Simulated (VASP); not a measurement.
Set up this calculation in VASP 6.6.1, as the native input.

```yaml
Task: single point
Functional: PBEsol
Potentials_or_basis: VASP PAW PBE potentials, release 64 (Ag)
Cutoff: 520 eV
k_mesh: 18 × 18 × 10
Occupations: fermi-dirac, width 0.15 eV
Spin: no spin polarisation
Dipole_correction: no
Further_INCAR_settings: ALGO = Normal; EDIFF = 1e-06; NBANDS = 18
```

The structure of Ag lies in POSCAR:

```
Ag
1.0
    2.8641596313      0.0000000000      0.0000000000
   -1.4320798157      2.4804350012      0.0000000000
    0.0000000000      0.0000000000      4.7002732257
Ag
2
Direct
    0.3333333333      0.6666666667      0.2500000000
    0.6666666667      0.3333333333      0.7500000000
```

The input as run:

INCAR

```
  PREC = Accurate
  ENCUT = 520
  EDIFF = 1E-6
  ISMEAR = -1
  SIGMA = 0.15
  LREAL = False
  LASPH = True
  NELM = 80
  ALGO = Normal
  ISIF = 2
  LWAVE = False
  LCHARG = False
  GGA = PS
  NBANDS = 18
```

KPOINTS

```
regular mesh
0
Gamma
  18 18 10
```

Potentials or basis: VASP PAW PBE potentials, release 64 (Ag).

Launch:

```bash
$ cat potpaw_PBE.64/Ag/POTCAR > POTCAR
$ mpirun -np 1 vasp_std > vasp.out
```

Results of the run:

```json
{"Pressure": "-0.2 GPa", "Band gap on the k mesh": "zero (band 11 reaches 12.66 eV, above the bottom of band 12 at 5.12 eV)"}
```

Caveat: the PAW data sets were made with another functional, which shifts forces and pressure a little.

Wall time 86 s on 1 thread of Intel(R) Xeon(R) Platinum 8259CL CPU @ 2.50GHz (Skylake/Cascade Lake), on a shared host, peak memory 0.23 GiB.
